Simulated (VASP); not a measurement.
# AgRh (P-6m2) in VASP: notebook

The runs below take AgRh through single point, with r2SCAN, LDA.

All numbers are computed with VASP 6.6.1; they aren't measurements. Logs are shortened: lines on timing, memory, paths and dates and some standing lists are left out, and cuts for length are marked.

## (1) The cell of the first run

Symmetry: P-6m2, No. 187, hexagonal system. The conventional cell has a = 2.832 Å, b = 2.832 Å, c = 4.903 Å, α = 90.00°, β = 90.00°, γ = 120.00°. Within 3.7 Å of Ag (site symmetry -6m2) lie 6 Ag at 2.83 Å and 6 Rh at 2.95 Å. Rh (site symmetry -6m2) has 6 Rh at 2.83 Å and 6 Ag at 2.95 Å within 3.7 Å.

## (2) Single point, r2SCAN

Contents of POSCAR:

```
AgRh
1.0
    2.8320645439      0.0000000000      0.0000000000
   -1.4160322720      2.4526398402      0.0000000000
    0.0000000000      0.0000000000      4.9029122571
Ag Rh
1 1
Direct
    0.0000000000      0.0000000000      0.5000000000
    0.6666666667      0.3333333333      0.0000000000
```

Contents of INCAR.step1:

```
PREC = Accurate
ENCUT = 520
ISMEAR = -1
SIGMA = 0.05
LREAL = F
LASPH = T
NELM = 60
NBANDS = 20
GGA = PE
ALGO = Normal
EDIFF = 1E-4
LWAVE = T
LCHARG = F
```

Contents of INCAR.step2:

```
PREC = Accurate
ENCUT = 520
EDIFF = 1E-6
ISMEAR = -1
SIGMA = 0.05
LREAL = F
LASPH = T
NELM = 60
ALGO = Normal
ISIF = 2
LWAVE = F
LCHARG = F
METAGGA = R2SCAN
LMIXTAU = T
NBANDS = 20
ISTART = 1
```

Contents of KPOINTS:

```
Automatic mesh
0
Gamma
  11 11 6
```

Potentials or basis: VASP PAW PBE potentials, release 64 (Ag, Rh_pv).

The run is started by

```bash
> cat potpaw_PBE.64/Ag/POTCAR potpaw_PBE.64/Rh_pv/POTCAR > POTCAR
> cp INCAR.step1 INCAR
> mpirun -np 1 vasp_std > vasp.out
> cp INCAR.step2 INCAR
> mpirun -np 1 vasp_std > vasp.out
```

OUTCAR:

```text
PREC = Accurate
   ENCUT = 520
   EDIFF = 1E-6
   ISMEAR = -1
   LREAL = F
   LASPH = T
   NELM = 60
   ISIF = 2
   METAGGA = R2SCAN
   ISTART = 1

 ion  position               nearest neighbor table
   1  0.000  0.000  0.500-   2 2.95   2 2.95   2 2.95   2 2.95   2 2.95   2 2.95
   2  0.667  0.333  0.000-   1 2.95   1 2.95   1 2.95   1 2.95   1 2.95   1 2.95

  LATTYP: Found a hexagonal cell.
 ALAT       =     2.8320645439
 C/A-ratio  =     1.7312148721

  Lattice vectors:

 A1 = (   2.8320645439,   0.0000000000,   0.0000000000)
 A2 = (  -1.4160322720,   2.4526398402,   0.0000000000)
 A3 = (   0.0000000000,   0.0000000000,   4.9029122571)

Analysis of symmetry for initial positions (statically):
=====================================================================
 Subroutine PRICEL returns:
 Original cell was already a primitive cell.

 Routine SETGRP: Setting up the symmetry group for a
 hexagonal supercell.

 Subroutine GETGRP returns: Found 12 space group operations
 (whereof 12 operations were pure point group operations)
 out of a pool of 24 trial point group operations.

The static configuration has the point symmetry D_3h.

Analysis of symmetry for dynamics (positions and initial velocities):
=====================================================================
 Subroutine PRICEL returns:
 Original cell was already a primitive cell.

 Routine SETGRP: Setting up the symmetry group for a
 hexagonal supercell.

 Subroutine GETGRP returns: Found 12 space group operations
 (whereof 12 operations were pure point group operations)
 out of a pool of 24 trial point group operations.

The dynamic configuration has the point symmetry D_3h.

 Subroutine INISYM returns: Found 12 space group operations
 (whereof 12 operations are pure point group operations),
 and found     1 'primitive' translations

----------------------------------------------------------------------------------------

                                     Primitive cell

  volume of cell :      34.0558

  direct lattice vectors                    reciprocal lattice vectors
     2.832064544  0.000000000  0.000000000     0.353099297  0.203861974  0.000000000
    -1.416032272  2.452639840  0.000000000     0.000000000  0.407723949  0.000000000
     0.000000000  0.000000000  4.902912257     0.000000000  0.000000000  0.203960411

  length of vectors
     2.832064544  2.832064544  4.902912257     0.407723949  0.407723949  0.203960411

  position of ions in fractional coordinates (direct lattice)
     0.000000000  0.000000000  0.500000000
     0.666666667  0.333333333  0.000000000

  ion indices of the primitive-cell ions
   primitive index   ion index
                 1           1
                 2           2

----------------------------------------------------------------------------------------

 KPOINTS: Automatic mesh

Automatic generation of k-mesh.
 Grid dimensions read from file:
 generate k-points for:   11   11    6

 Generating k-lattice:

  Cartesian coordinates                     Fractional coordinates (reciprocal lattice)
     0.032099936  0.018532907  0.000000000     0.090909091  0.000000000  0.000000000
     0.000000000  0.037065814  0.000000000     0.000000000  0.090909091  0.000000000
     0.000000000  0.000000000  0.033993402     0.000000000  0.000000000  0.166666667

  Length of vectors
     0.037065814  0.037065814  0.033993402

  Shift w.r.t. Gamma in fractional coordinates (k-lattice)
     0.000000000  0.000000000  0.000000000

 Subroutine IBZKPT returns following result:
 ===========================================

 Found     64 irreducible k-points:

 Following reciprocal coordinates:
            Coordinates               Weight
  0.000000  0.000000  0.000000      1.000000
  0.090909  0.000000  0.000000      6.000000
  0.181818 -0.000000  0.000000      6.000000
  0.272727  0.000000  0.000000      6.000000
  0.363636  0.000000  0.000000      6.000000
  0.454545 -0.000000  0.000000      6.000000
[... 16 lines left out ...]
  0.090909  0.090909  0.166667     12.000000
  0.181818  0.090909  0.166667     24.000000
 [... further k-points ...]
   k-points           NKPTS =     64   k-points in BZ     NKDIM =     64   number of bands    NBANDS=     20
   number of dos      NEDOS =    301   number of ions     NIONS =      2
   total plane-waves  NPLWV =  20736
   dimension x,y,z NGX =    24 NGY =   24 NGZ =   36
   dimension x,y,z NGXF=    48 NGYF=   48 NGZF=   72
   ions per type =               1   1
   NGX,Y,Z   is equivalent  to a cutoff of  14.09, 14.09, 12.21 a.u.
   NGXF,Y,Z  is equivalent  to a cutoff of  28.18, 28.18, 24.41 a.u.
 SYSTEM =  unknown system
   PREC   = accura    normal or accurate (medium, high low for compatibility)
   ISTART =      1    job   : 0-new  1-cont  2-samecut
   ICHARG =      0    charge: 1-file 2-atom 10-const
   ISPIN  =      1    spin polarized calculation?
   LNONCOLLINEAR =      F non collinear calculations
   LSORBIT =      F    spin-orbit coupling
   LASPH  =      T    aspherical Exc in radial PAW
   ENCUT  =  520.0 eV  38.22 Ry    6.18 a.u.   5.27  5.27  9.12*2*pi/ulx,y,z
   NELM   =     60;   NELMIN=  2; NELMDL=  0     # of ELM steps
   EDIFF  = 0.1E-05   stopping-criterion for ELM
   LREAL  =      F    real-space projection
   EDIFFG = 0.1E-04   stopping-criterion for IOM
   NSW    =      0    number of steps for IOM
   IBRION =     -1    ionic relax: 0-MD 1-quasi-New 2-CG
   NFREE  =      0    steps in history (QN), initial steepest desc. (CG)
   ISIF   =      2    stress and relaxation
   ISYM   =      2    0-nonsym 1-usesym 2-fastsym
   POTIM  = 0.5000    time-step for ionic-motion
   TEBEG  =    0.0;   TEEND  =   0.0 temperature during run
   PSTRESS=    0.0 pullay stress
   NELECT =      26.0000    total number of electrons
   NUPDOWN=      -1.0000    fix difference up-down
   EMIN   =  10.00;   EMAX   =-10.00  energy-range for DOS
   EFERMI =   0.00;   METHOD = LEGACY
   ISMEAR =    -1;   SIGMA  =   0.05  broadening in eV -4-tet -1-fermi 0-gaus
   EFERMI_NEDOS =   21; number of points for ismear=-14 and -15
   IALGO  =     38    algorithm
   IMIX   =      4    mixing-type and parameters
     AMIX     =   0.40;   BMIX     =  1.00
     AMIX_MAG =   1.60;   BMIX_MAG =  1.00
  volume/ion in A,a.u.               =      17.03       114.91
  Fermi-wavevector in a.u.,A,eV,Ry     =   1.496243  2.827490 30.459968  2.238744
  Thomas-Fermi vector in A             =   2.608285
   LORBIT       =      0    0 simple, 1 ext, 2 COOP (PROOUT), +10 PAW based schemes
   METAGGA = R2SCAN    functional components
   LHFCALC =     F    Hartree Fock is set to
   AEXX    =    0.0000 exact exchange contribution
   IVDW    =     0    specifies the selected vdW correction
   LEPSILON=     F    determine dielectric tensor
   LRPA    =     F    only Hartree local field effects (RPA)
 non-spin polarized calculation
  energy-cutoff  :      520.00
  volume of cell :       34.06
 maximum number of plane-waves:       930
 NGX is ok and might be reduce to    24
   NGX = 11   NGY = 11   NGZ = 19

 number of electron      26.0000003 magnetization

 Free energy of the ion-electron system (eV)
  ---------------------------------------------------
  ext. energy  EPLUGINS =         0.00000000
  ---------------------------------------------------
  free energy    TOTEN  =       -44.82764898 eV

  energy without entropy =      -44.79997380  energy(sigma->0) =      -44.81381139

 E-fermi :   7.8374     XC(G=0): -13.2622

 val. band max:        7.8315455609   @ k =   0.2727   0.0000   0.0000
 cond. band min:       7.8376515628   @ k =   0.3636   0.2727   0.5000
 fundamental gap:      0.0061060019
 Fermi energy:         7.8373726255

 k-point     1 :       0.0000    0.0000    0.0000
  band No.  band energies     occupation
      1     -39.0900      2.00000
      2     -39.0900      2.00000
      3     -39.0593      2.00000
      4       1.0216      2.00000
      5       2.2598      2.00000
      6       3.5539      2.00000
[... 12 lines left out ...]
     19      26.4712      0.00000
     20      27.2584      0.00000

 k-point     2 :       0.0909    0.0000    0.0000
  band No.  band energies     occupation
      1     -39.1182      2.00000
      2     -39.0968      2.00000
      3     -39.0556      2.00000
      4       1.2786      2.00000
      5       2.4015      2.00000
      6       3.4681      2.00000
[... 12 lines left out ...]
     19      26.5383      0.00000
     20      26.6518      0.00000

 k-point     3 :       0.1818   -0.0000    0.0000
  band No.  band energies     occupation
      1     -39.1935      2.00000
      2     -39.1151      2.00000
      3     -39.0457      2.00000
      4       1.9552      2.00000
      5       2.6985      2.00000
      6       3.3850      2.00000
[... 12 lines left out ...]
     19      26.4029      0.00000
     20      26.6840      0.00000

 k-point     4 :       0.2727    0.0000    0.0000
  band No.  band energies     occupation
      1     -39.2911      2.00000
      2     -39.1390      2.00000
      3     -39.0328      2.00000
      4       2.3683      2.00000
      5       3.0090      2.00000
      6       3.3924      2.00000
[... 12 lines left out ...]
     19      24.4975      0.00000
     20      25.8021      0.00000

 k-point     5 :       0.3636    0.0000    0.0000
  band No.  band energies     occupation
      1     -39.3799      2.00000
      2     -39.1609      2.00000
      3     -39.0209      2.00000
      4       2.1916      2.00000
      5       2.9615      2.00000
      6       3.2980      2.00000
[... 12 lines left out ...]
     19      22.3409      0.00000
     20      22.7506      0.00000
[... 353 lines left out ...]
      6       3.4802      2.00000
[... 12 lines left out ...]
     19      22.3478      0.00000
     20      23.9064      0.00000

 k-point    22 :       0.4545   -0.0000    0.1667
  band No.  band energies     occupation
      1     -39.4322      2.00000
      2     -39.1738      2.00000
      3     -39.0137      2.00000
      4       2.0516      2.00000
      5       2.6153      2.00000
      6       3.5141      2.00000
[... 12 lines left out ...]
     19      21.4705      0.00000
     20      21.7062      0.00000

 k-point    23 :       0.0909    0.0909    0.1667
  band No.  band energies     occupation
      1     -39.1682      2.00000
      2     -39.1111      2.00000
      3     -39.0490      2.00000
      4       1.9249      2.00000
      5       2.6946      2.00000
      6       3.3137      2.00000
[... 12 lines left out ...]
     19      25.7949      0.00000
     20      26.7326      0.00000

 k-point    24 :       0.1818    0.0909    0.1667
  band No.  band energies     occupation
      1     -39.2504      2.00000
      2     -39.1364      2.00000
      3     -39.0375      2.00000
      4       2.5501      2.00000
      5       2.9619      2.00000
      6       3.3050      2.00000
[... 12 lines left out ...]
     19      24.8901      0.00000
     20      26.1047      0.00000

 [... further k-points ...]

------------------------ aborting loop because EDIFF is reached ----------------------------------------

  FORCE on cell =-STRESS in cart. coord.  units (eV):
  Direction    XX          YY          ZZ          XY          YZ          ZX
  --------------------------------------------------------------------------------------
  -------------------------------------------------------------------------------------
  Total       -2.8539654     -2.8539654     -2.5877773      0.0000000     -0.0000000     -0.0000000
  in kB     -134.2666755   -134.2666755   -121.7436821      0.0000000     -0.0000000     -0.0000000
  external PRESSURE =    -130.0923444 kB  Pullay stress =       0.0000000 kB

 VOLUME and BASIS-vectors are now :
 -----------------------------------------------------------------------------
  energy-cutoff  :      520.00
  volume of cell :       34.06
      direct lattice vectors                 reciprocal lattice vectors
     2.832064544  0.000000000  0.000000000     0.353099297  0.203861974  0.000000000
    -1.416032272  2.452639840  0.000000000     0.000000000  0.407723949  0.000000000
     0.000000000  0.000000000  4.902912257     0.000000000  0.000000000  0.203960411

 POSITION                                       TOTAL-FORCE (eV/Angst)
 -----------------------------------------------------------------------------------
      0.00000      0.00000      2.45146        -0.000000      0.000000      0.000000
      1.41603      0.81755      0.00000         0.000000     -0.000000      0.000000
 -----------------------------------------------------------------------------------
    total drift:                                0.000000     -0.000000      0.000000

  FREE ENERGIE OF THE ION-ELECTRON SYSTEM (eV)
  ---------------------------------------------------
  free  energy   TOTEN  =       -44.8276489769 eV

  energy  without entropy=      -44.7999737980  energy(sigma->0) =      -44.81381139
```

Run time: 2.3 min. Hardware: 1 thread of AMD EPYC 7R13 (Zen 3), shared host; peak memory 0.16 GiB.

Results:

| Item | Value |
| --- | --- |
| Free energy | -44.8276 eV |
| Pressure | -13.0 GPa |
| Band gap on the k mesh | zero (band 13 reaches 8.85 eV, above the bottom of band 14 at 7.61 eV) |

Stress tensor (GPa, compression positive):
```
-13.43   0.00   0.00
  0.00 -13.43   0.00
  0.00   0.00 -12.17
```

Levels at points of the mesh, in eV from the Fermi level:
```csv
k point,band 10,band 11,band 12,band 13,band 14,band 15,band 16,band 17
"(0.00, 0.00, 0.00)",-3.09,-1.65,-1.65,0.13,0.13,0.53,5.22,17.31
"(0.00, 0.00, 0.50)",-3.23,-2.25,-1.51,-1.51,0.10,0.10,11.64,12.60
```

Caveat: the PAW data sets were made with another functional, which shifts forces and pressure a little.

## (3) Single point, LDA

This run uses another cell than the first one, of 16.71 Å³/atom, 0.981 times its volume.

Contents of INCAR:

```
ALGO = Normal ; EDIFF = 1E-7
ENCUT = 520 ; GGA = CA
ISIF = 2 ; ISMEAR = -1
LASPH = True ; LCHARG = False
LREAL = False ; LWAVE = False
NBANDS = 20 ; NELM = 60
PREC = Accurate ; SIGMA = 0.05
```

Contents of KPOINTS:

```
k-points
0
Gamma
  11 11 6
```

Contents of POSCAR:

```
AgRh
1.0
    2.8141396046      0.0000000000      0.0000000000
   -1.4070698023      2.4371163874      0.0000000000
    0.0000000000      0.0000000000      4.8718803355
Ag Rh
1 1
Direct
    0.0000000000      0.0000000000      0.5000000000
    0.6666666667      0.3333333333      0.0000000000
```

Potentials or basis: VASP PAW LDA potentials, release 64 (Ag, Rh_pv).

The run is started by

```bash
> cat potpaw_LDA.64/Ag/POTCAR potpaw_LDA.64/Rh_pv/POTCAR > POTCAR
> mpirun -np 1 vasp_std > vasp.out
```

Wall time 48 s (1 thread of Intel Xeon 8259CL, shared host); peak memory 0.17 GiB.

It converged, with:

```
Free energy            : -11.6405 eV
Pressure               : -19.5 GPa
Band gap on the k mesh : zero (band 13 reaches 8.98 eV, above the bottom of band 14 at 7.75 eV)
```

Stress tensor (GPa, compression positive):
```
-19.96   0.00   0.00
  0.00 -19.96   0.00
  0.00   0.00 -18.64
```

Levels at points of the mesh, in eV from the Fermi level:
```tsv
k point	band 9	band 10	band 11	band 12	band 13	band 14	band 15	band 16	band 17	band 18
(0.00, 0.00, 0.00)	-2.97	-2.97	-1.68	-1.68	0.13	0.13	0.25	5.03	16.58	17.05
(0.00, 0.00, 0.50)	-3.04	-3.04	-2.31	-1.51	-1.51	0.10	0.10	11.24	12.13	16.74
```
